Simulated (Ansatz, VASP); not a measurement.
## One calculation of La2NbO5, two programs

The input INCAR:

```
SYSTEM = La2NbO5
PREC = Accurate ; ENCUT = 600
EDIFF = 1E-6 ; ISMEAR = 0
SIGMA = 0.15 ; LREAL = .False.
LASPH = .True. ; NELM = 80
ALGO = Normal ; ISIF = 3
LWAVE = .False. ; LCHARG = .False.
GGA = PE ; IBRION = 2
NSW = 36 ; EDIFFG = -0.08
```

KPOINTS

```
Automatic mesh
0
Gamma
  3 3 3
  0 0 0
```

POSCAR

```
La2NbO5
1.0
   -2.6668984100      2.6668984100      4.3637340200
    2.6668984100     -2.6668984100      4.3637340200
    2.6668984100      2.6668984100     -4.3637340200
La Nb O
2 1 5
Direct
    0.2500000000      0.7500000000      0.5000000000
    0.0000000000      0.0000000000      0.0000000000
    0.7500000000      0.2500000000      0.5000000000
    0.7335966900      0.7335966900      0.0000000000
    0.2664033100      0.2664033100      0.0000000000
    0.5473848600      0.0473848600      0.5000000000
    0.9526151400      0.4526151400      0.5000000000
    0.5000000000      0.5000000000      0.0000000000
```

Input for Ansatz:

```yaml
crystal:
  lattice:
    - [-2.66689841, 2.66689841, 4.36373402]
    - [2.66689841, -2.66689841, 4.36373402]
    - [2.66689841, 2.66689841, -4.36373402]
  atoms:
    - { symbol: La, position: [0.25, 0.75, 0.5] }
    - { symbol: La, position: [0.0, 0.0, 0.0] }
    - { symbol: Nb, position: [0.75, 0.25, 0.5] }
    - { symbol: O, position: [0.73359669, 0.73359669, 0.0] }
    - { symbol: O, position: [0.26640331, 0.26640331, 0.0] }
    - { symbol: O, position: [0.54738486, 0.04738486, 0.5] }
    - { symbol: O, position: [0.95261514, 0.45261514, 0.5] }
    - { symbol: O, position: [0.5, 0.5, 0.0] }
basis:
  ecutwfc: 420
kpoints:
  mp_grid: { grid: [3, 3, 3] }
hamiltonian:
  xc: pbe
scf:
  occupations: { method: gaussian, width: 0.15 }
  lower_state_search: "off"
output:
  forces: true
  stress: true
  eigenvalues: true
relax:
  adjacent_minimum: "off"
  f_tol: 0.08
  max_steps: 16
  cell: { stress_tol: 0.8 }
```

Alike in both runs: task relaxation of cell and atoms; functional PBE; k mesh 3 × 3 × 3; occupations gaussian, width 0.15 eV; no spin polarisation.

|  | VASP | Ansatz |
| --- | --- | --- |
| version | VASP 6.6.1 | Ansatz 0.2.0 |
| potentials or method | VASP PAW PBE potentials, release 64 (La, Nb_sv, O), cutoff 600 eV | scalar-relativistic, plane waves, PAW |
| valence electrons in the cell | 65 | 65 |

VASP gave:

- gap on the k mesh at the Fermi level, each at its own relaxed structure (eV): none
- relaxed volume (Å³/atom): 15.39
- relaxed length of the cell vector where the two differ most in proportion (Å): 6.766

Question: Which values does Ansatz return?

Answer: gap on the k mesh at the Fermi level, each at its own relaxed structure (eV): none; relaxed volume (Å³/atom): 15.93; relaxed length of the cell vector where the two differ most in proportion (Å): 7.072.

A gap of «none» marks a metal or a gap that the smearing closes.

The k mesh is coarse, so the values compare programs but aren't converged. Neither program's run includes spin-orbit coupling.
